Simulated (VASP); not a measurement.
# InGa (F-43m) in VASP: a series of runs, part 3 of 3

VASP 6.6.1. Earlier steps stand in the parts before.

## 5. Relaxation of cell and atoms, r2SCAN

This run uses another cell than the first one, of 27.58 Å³/atom.

POSCAR reads:

```
InGa
1.0
    0.0000000000      3.0212530000      3.0212530000
    3.0212530000      0.0000000000      3.0212530000
    3.0212530000      3.0212530000      0.0000000000
In Ga
1 1
Direct
    0.0000000000      0.0000000000      0.0000000000
    0.2500000000      0.2500000000      0.2500000000
```

INCAR.step1 reads:

```
ALGO = Normal
EDIFF = 1E-5
EDIFFG = -0.005
ENCUT = 550
GGA = PE
GGA_COMPAT = F
IBRION = 2
ISIF = 3
ISMEAR = -1
LASPH = T
LCHARG = F
LREAL = F
LWAVE = T
NELM = 120
NELMIN = 4
NSW = 100
PREC = Accurate
SIGMA = 0.1
```

INCAR.step2 reads:

```
ALGO = Normal
EDIFF = 1E-7
EDIFFG = -0.01
ENCUT = 550
GGA_COMPAT = F
IBRION = 2
ISIF = 3
ISMEAR = -1
ISTART = 1
LASPH = T
LCHARG = F
LMIXTAU = T
LREAL = F
LWAVE = F
METAGGA = R2SCAN
NELM = 120
NELMIN = 4
NSW = 60
PREC = Accurate
SIGMA = 0.1
```

KPOINTS reads:

```
k-points
0
Gamma
  5 5 5
```

Potentials or basis: VASP PAW PBE potentials, release 64 (In_d, Ga_d).

Command:

```
cat potpaw_PBE.64/In_d/POTCAR potpaw_PBE.64/Ga_d/POTCAR > POTCAR
cp INCAR.step1 INCAR
mpirun -np 1 vasp_std > vasp.out
cp INCAR.step2 INCAR
mpirun -np 1 vasp_std > vasp.out
```

OUTCAR:

```text
EDIFF = 1E-7
   EDIFFG = -0.01
   ENCUT = 550
   IBRION = 2
   ISIF = 3
   ISMEAR = -1
   ISTART = 1
   LASPH = T
   LREAL = F
   METAGGA = R2SCAN
   NELM = 120
   NELMIN = 4
   NSW = 60
   PREC = Accurate

 ion  position               nearest neighbor table
   1  0.000  0.000  0.000-   2 2.62   2 2.62   2 2.62   2 2.62
   2  0.250  0.250  0.250-   1 2.62   1 2.62   1 2.62   1 2.62

  LATTYP: Found a face centered cubic cell.
 ALAT       =     6.0425060000

  Lattice vectors:

 A1 = (   0.0000000000,   3.0212530000,   3.0212530000)
 A2 = (   3.0212530000,   0.0000000000,   3.0212530000)
 A3 = (   3.0212530000,   3.0212530000,   0.0000000000)

Analysis of symmetry for initial positions (statically):
=====================================================================
 Subroutine PRICEL returns:
 Original cell was already a primitive cell.

 Routine SETGRP: Setting up the symmetry group for a
 face centered cubic supercell.

 Subroutine GETGRP returns: Found 24 space group operations
 (whereof 24 operations were pure point group operations)
 out of a pool of 48 trial point group operations.

The static configuration has the point symmetry T_d .

Analysis of symmetry for dynamics (positions and initial velocities):
=====================================================================
 Subroutine PRICEL returns:
 Original cell was already a primitive cell.

 Routine SETGRP: Setting up the symmetry group for a
 face centered cubic supercell.

 Subroutine GETGRP returns: Found 24 space group operations
 (whereof 24 operations were pure point group operations)
 out of a pool of 48 trial point group operations.

The dynamic configuration has the point symmetry T_d .

 Subroutine INISYM returns: Found 24 space group operations
 (whereof 24 operations are pure point group operations),
 and found     1 'primitive' translations

----------------------------------------------------------------------------------------

                                     Primitive cell

  volume of cell :      55.1558

  direct lattice vectors                    reciprocal lattice vectors
     0.000000000  3.021253000  3.021253000    -0.165494250  0.165494250  0.165494250
     3.021253000  0.000000000  3.021253000     0.165494250 -0.165494250  0.165494250
     3.021253000  3.021253000  0.000000000     0.165494250  0.165494250 -0.165494250

  length of vectors
     4.272696968  4.272696968  4.272696968     0.286644450  0.286644450  0.286644450

  position of ions in fractional coordinates (direct lattice)
     0.000000000  0.000000000  0.000000000
     0.250000000  0.250000000  0.250000000

  ion indices of the primitive-cell ions
   primitive index   ion index
                 1           1
                 2           2

----------------------------------------------------------------------------------------

 KPOINTS: k-points

Automatic generation of k-mesh.
 Grid dimensions read from file:
 generate k-points for:    5    5    5

 Generating k-lattice:

  Cartesian coordinates                     Fractional coordinates (reciprocal lattice)
    -0.033098850  0.033098850  0.033098850     0.200000000  0.000000000  0.000000000
     0.033098850 -0.033098850  0.033098850     0.000000000  0.200000000  0.000000000
     0.033098850  0.033098850 -0.033098850     0.000000000  0.000000000  0.200000000

  Length of vectors
     0.057328890  0.057328890  0.057328890

  Shift w.r.t. Gamma in fractional coordinates (k-lattice)
     0.000000000  0.000000000  0.000000000

 Subroutine IBZKPT returns following result:
 ===========================================

 Found     10 irreducible k-points:

 Following reciprocal coordinates:
            Coordinates               Weight
  0.000000  0.000000  0.000000      1.000000
  0.200000  0.000000  0.000000      8.000000
  0.400000  0.000000  0.000000      8.000000
  0.200000  0.200000  0.000000      6.000000
  0.400000  0.200000  0.000000     24.000000
 -0.400000  0.200000  0.000000     24.000000
 -0.200000  0.200000  0.000000     12.000000
  0.400000  0.400000  0.000000      6.000000
 -0.400000  0.400000  0.000000     12.000000
 -0.400000  0.400000  0.200000     24.000000
   k-points           NKPTS =     10   k-points in BZ     NKDIM =     10   number of bands    NBANDS=     17
   number of dos      NEDOS =    301   number of ions     NIONS =      2
   total plane-waves  NPLWV =  46656
   dimension x,y,z NGX =    36 NGY =   36 NGZ =   36
   dimension x,y,z NGXF=    72 NGYF=   72 NGZF=   72
   ions per type =               1   1
   NGX,Y,Z   is equivalent  to a cutoff of  14.01, 14.01, 14.01 a.u.
   NGXF,Y,Z  is equivalent  to a cutoff of  28.01, 28.01, 28.01 a.u.
 SYSTEM =  unknown system
   PREC   = accura    normal or accurate (medium, high low for compatibility)
   ISTART =      1    job   : 0-new  1-cont  2-samecut
   ICHARG =      0    charge: 1-file 2-atom 10-const
   ISPIN  =      1    spin polarized calculation?
   LNONCOLLINEAR =      F non collinear calculations
   LSORBIT =      F    spin-orbit coupling
   LASPH  =      T    aspherical Exc in radial PAW
   ENCUT  =  550.0 eV  40.42 Ry    6.36 a.u.   8.17  8.17  8.17*2*pi/ulx,y,z
   NELM   =    120;   NELMIN=  4; NELMDL=  0     # of ELM steps
   EDIFF  = 0.1E-06   stopping-criterion for ELM
   LREAL  =      F    real-space projection
   EDIFFG = -.1E-01   stopping-criterion for IOM
   NSW    =     60    number of steps for IOM
   IBRION =      2    ionic relax: 0-MD 1-quasi-New 2-CG
   NFREE  =      1    steps in history (QN), initial steepest desc. (CG)
   ISIF   =      3    stress and relaxation
   ISYM   =      2    0-nonsym 1-usesym 2-fastsym
   POTIM  = 0.5000    time-step for ionic-motion
   TEBEG  =    0.0;   TEEND  =   0.0 temperature during run
   PSTRESS=    0.0 pullay stress
   NELECT =      26.0000    total number of electrons
   NUPDOWN=      -1.0000    fix difference up-down
   EMIN   =  10.00;   EMAX   =-10.00  energy-range for DOS
   EFERMI =   0.00;   METHOD = LEGACY
   ISMEAR =    -1;   SIGMA  =   0.10  broadening in eV -4-tet -1-fermi 0-gaus
   EFERMI_NEDOS =   21; number of points for ismear=-14 and -15
   IALGO  =     38    algorithm
   IMIX   =      4    mixing-type and parameters
     AMIX     =   0.40;   BMIX     =  1.00
     AMIX_MAG =   1.60;   BMIX_MAG =  1.00
  volume/ion in A,a.u.               =      27.58       186.10
  Fermi-wavevector in a.u.,A,eV,Ry     =   1.274096  2.407693 22.086621  1.623321
  Thomas-Fermi vector in A             =   2.406883
   LORBIT       =      0    0 simple, 1 ext, 2 COOP (PROOUT), +10 PAW based schemes
   METAGGA = R2SCAN    functional components
   LHFCALC =     F    Hartree Fock is set to
   AEXX    =    0.0000 exact exchange contribution
   IVDW    =     0    specifies the selected vdW correction
   LEPSILON=     F    determine dielectric tensor
   LRPA    =     F    only Hartree local field effects (RPA)
 conjugate gradient relaxation of ions
 non-spin polarized calculation
  energy-cutoff  :      550.00
  volume of cell :       55.16
 maximum number of plane-waves:      1639
 NGX is ok and might be reduce to    36
   NGX = 17   NGY = 17   NGZ = 17

--------------------------------------- Ionic step        1  -------------------------------------------

 number of electron      26.0000007 magnetization

 Free energy of the ion-electron system (eV)
  ---------------------------------------------------
  ext. energy  EPLUGINS =         0.00000000
  ---------------------------------------------------
  free energy    TOTEN  =       -33.33674449 eV

  energy without entropy =      -33.27987512  energy(sigma->0) =      -33.30830980

 E-fermi :   3.8808     XC(G=0): -10.0799

 val. band max:        3.8514679615   @ k =   0.2000   0.2000   0.0000
 cond. band min:       4.4924000138   @ k =   0.4000   0.2000   0.0000
 fundamental gap:      0.6409320523
 Fermi energy:         3.8807666003

 k-point     1 :       0.0000    0.0000    0.0000
  band No.  band energies     occupation
      1     -11.2641      2.00000
      2     -11.2641      2.00000
      3     -11.2641      2.00000
      4     -11.2090      2.00000
      5     -11.2090      2.00000
      6     -10.6381      2.00000
[... 9 lines left out ...]
     16       9.0522      0.00000
     17       9.0522      0.00000
[... 247 lines left out ...]
  energy  without entropy=      -33.3343904592  energy(sigma->0) =      -33.36375955

--------------------------------------- Ionic step        3  -------------------------------------------

 number of electron      25.9999991 magnetization

 Free energy of the ion-electron system (eV)
  ---------------------------------------------------
  ext. energy  EPLUGINS =         0.00000000
  ---------------------------------------------------
  free energy    TOTEN  =       -33.39324609 eV

  energy without entropy =      -33.33444908  energy(sigma->0) =      -33.36384759

 E-fermi :   3.1719     XC(G=0):  -9.6196

 val. band max:        3.1424580406   @ k =  -0.4000   0.4000   0.0000
 cond. band min:       3.7657042426   @ k =   0.4000   0.2000   0.0000
 fundamental gap:      0.6232462020
 Fermi energy:         3.1719471102

 k-point     1 :       0.0000    0.0000    0.0000
  band No.  band energies     occupation
      1     -11.8791      2.00000
      2     -11.8791      2.00000
      3     -11.8791      2.00000
      4     -11.8337      2.00000
      5     -11.8337      2.00000
      6     -11.3242      2.00000
[... 9 lines left out ...]
     16       8.0656      0.00000
     17       8.0656      0.00000
[... 207 lines left out ...]
  FREE ENERGIE OF THE ION-ELECTRON SYSTEM (eV)
  ---------------------------------------------------
  free  energy   TOTEN  =       -33.3932460885 eV

  energy  without entropy=      -33.3344490826  energy(sigma->0) =      -33.36384759

 reached required accuracy - stopping structural energy minimisation
```

Wall time 2.3 min (1 thread of Intel Xeon 6975P-C (Granite Rapids), shared host); peak memory 0.23 GiB.

What came out:

```
Free energy                           : -33.3932 eV
Relaxed volume                        : 30.27 Å³/atom
Relaxed cell                          : a = 4.408 Å, b = 4.408 Å, c = 4.408 Å, α = 60.00°, β = 60.00°, γ = 60.00°
Space group after relaxing (to 0.1 Å) : F-43m (No. 216)
Energy gained by relaxing             : 28.3 meV/atom
Ionic steps                           : 3
Pressure after relaxing               : 0.0 GPa
Band gap on the k mesh                : zero (bands 13 and 14 overlap by 3.20 eV)
```

The path:
| step | energy change (eV) | largest force (eV/Å) | pressure (GPa) | volume (Å³) |
| --- | --- | --- | --- | --- |
| 1 | 0.0000 | 0.0000 | 3.60 | 55.16 |
| 2 | -0.0564 | 0.0000 | 0.15 | 60.26 |
| 3 | -0.0565 | 0.0000 | -0.01 | 60.55 |

Final structure:
```
In Ga
1.0
     0.00000    3.11663    3.11663
     3.11663    0.00000    3.11663
     3.11663    3.11663    0.00000
In Ga
1 1
Direct
  0.00000 0.00000 0.00000
  0.25000 0.25000 0.25000
```

Caveat: the k points lie up to 0.35 Å⁻¹ apart in the final cell, too coarse for converged energies and pressures of a metal; the PAW data sets were made with another functional, which shifts forces and pressure a little; spin-orbit coupling is left out, which moves the levels of the heavy elements.

The gap in the log of VASP goes by the Fermi energy; the results here count the filled bands.